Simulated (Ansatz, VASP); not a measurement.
# One calculation of LiF, two programs

The input INCAR:

```
PREC = Accurate
ENCUT = 600
EDIFF = 1E-6
ISMEAR = -1
SIGMA = 0.08
LREAL = False
LASPH = True
NELM = 80
ALGO = Normal
ISIF = 3
LWAVE = False
LCHARG = False
IBRION = 2
NSW = 100
EDIFFG = -0.002
```

The input KPOINTS:

```
regular mesh
0
Gamma
  16 16 16
```

Contents of POSCAR:

```
LiF
1.0
    0.0000000000      2.0140000000      2.0140000000
    2.0140000000      0.0000000000      2.0140000000
    2.0140000000      2.0140000000      0.0000000000
Li F
1 1
Direct
    0.0000000000      0.0000000000      0.0000000000
    0.5000000000      0.5000000000      0.5000000000
```

Input for Ansatz:

```yaml
crystal:
  lattice:
    - [0.0, 2.014, 2.014]
    - [2.014, 0.0, 2.014]
    - [2.014, 2.014, 0.0]
  atoms:
    - { symbol: Li, position: [0.0, 0.0, 0.0] }
    - { symbol: F, position: [0.5, 0.5, 0.5] }
kpoints:
  mp_grid: { grid: [16, 16, 16] }
scf:
  occupations: { method: fermi_dirac, width: 0.08 }
hamiltonian:
  xc: lda
  pseudopotentials: { kind: paw }
relax:
  f_tol: 0.002
  max_steps: 80
  cell: {}
output:
  forces: true
  stress: true
```

Alike in both runs: task relaxation of cell and atoms; functional LDA; k mesh 16 × 16 × 16; occupations fermi-dirac, width 0.08 eV; no spin polarisation.

|  | VASP | Ansatz |
| --- | --- | --- |
| version | VASP 6.6.1 | Ansatz 0.2.0 |
| potentials or method | VASP PAW LDA potentials, release 64 (Li_sv, F) | PAW with Ansatz's default frozen-core files, scalar-relativistic |
| plane-wave cutoff (eV) | 600 | 420 |
| valence electrons in the cell | 10 | 10 |

|  | VASP | Ansatz | Ansatz less VASP |
| --- | --- | --- | --- |
| relaxed volume (Å³/atom) | 7.39 | 7.47 | +0.072 |
| relaxed length of the cell vector where the two differ most in proportion (Å) | 2.755 | 2.764 | +0.0089 |

LDA's correlation is that of Perdew and Zunger in VASP and of Perdew and Wang (1992) in Ansatz.

Noted on VASP's run: the cutoff is under 1.25 times that of the potentials, so the pressure is a little rough.
